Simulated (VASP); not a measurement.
Here is a VASP 6.6.1 calculation.

Contents of INCAR:

```
ALGO     = Normal         # electronic algorithm
EDIFF    = 1E-6           # SCF threshold, eV
ENCUT    = 520            # plane-wave cutoff, eV
GGA      = PE             # functional
ISIF     = 2              # what is computed and relaxed
ISMEAR   = -1             # smearing method
ISPIN    = 2              # spin polarisation
LASPH    = T              # aspherical terms in the spheres
LCHARG   = F              # write CHGCAR
LMAXMIX  = 4              # l up to which the mixer works
LORBIT   = 11             # projections on sites
LREAL    = F              # projectors in reciprocal space
LWAVE    = F              # write WAVECAR
MAGMOM   = 1.717          # initial moments
NBANDS   = 14             # bands
NELM     = 150            # most SCF steps
PREC     = Accurate       # precision mode
SIGMA    = 0.05           # smearing width, eV
```

KPOINTS

```
k-points
0
Gamma
  17 17 17
```

Contents of POSCAR:

```
Co
1.0
    0.0000000000      1.7842464323      1.7842464323
    1.7842464323      0.0000000000      1.7842464323
    1.7842464323      1.7842464323      0.0000000000
Co
1
Direct
    0.0000000000      0.0000000000      0.0000000000
```

Potentials or basis: VASP PAW PBE potentials, release 64 (Co).

Launch:

```sh
$ cat potpaw_PBE.64/Co/POTCAR > POTCAR
$ mpirun -np 1 vasp_std > vasp.out
```

Q: Estimate the pressure.

A: -8.2 GPa.

Q: Predict the net moment.

A: 1.67 μB per cell.

Q: Predict the site moments.

A: Co +1.70 μB.

Caveat: the cell stands under tension.
